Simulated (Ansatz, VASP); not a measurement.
# One calculation of HfC, two programs

```xyz
2
Lattice="0.0000 2.3250 2.3250 2.3250 0.0000 2.3250 2.3250 2.3250 0.0000" Properties=species:S:1:pos:R:3 pbc="T T T"
Hf    2.3250    2.3250    2.1250
C     0.0000    0.0000    0.0000
```

Alike in both runs: task single point; functional r2SCAN; k mesh 12 × 12 × 12; no spin polarisation.

|  | VASP | Ansatz |
| --- | --- | --- |
| version | VASP 6.6.1 | Ansatz 0.2.0 |
| potentials or method | VASP PAW PBE potentials, release 64 (Hf_pv, C), cutoff 520 eV | plane waves, PAW |
| occupations | fermi-dirac, width 0.1 eV | fermi-dirac |
| valence electrons in the cell | 14 | 30 |

|  | VASP | Ansatz | Ansatz less VASP |
| --- | --- | --- | --- |
| rms of the force components (eV/Å) | 0.950 | 0.952 | +0.0019 |

VASP's potentials were made for PBE, not for r2SCAN. Atom by atom the forces differ by 0.002 eV/Å (rms over components). VASP's potentials hold 14 valence electrons a cell and Ansatz's 30, so a difference there can come from the potentials and not from the codes.

Neither program's run includes spin-orbit coupling.
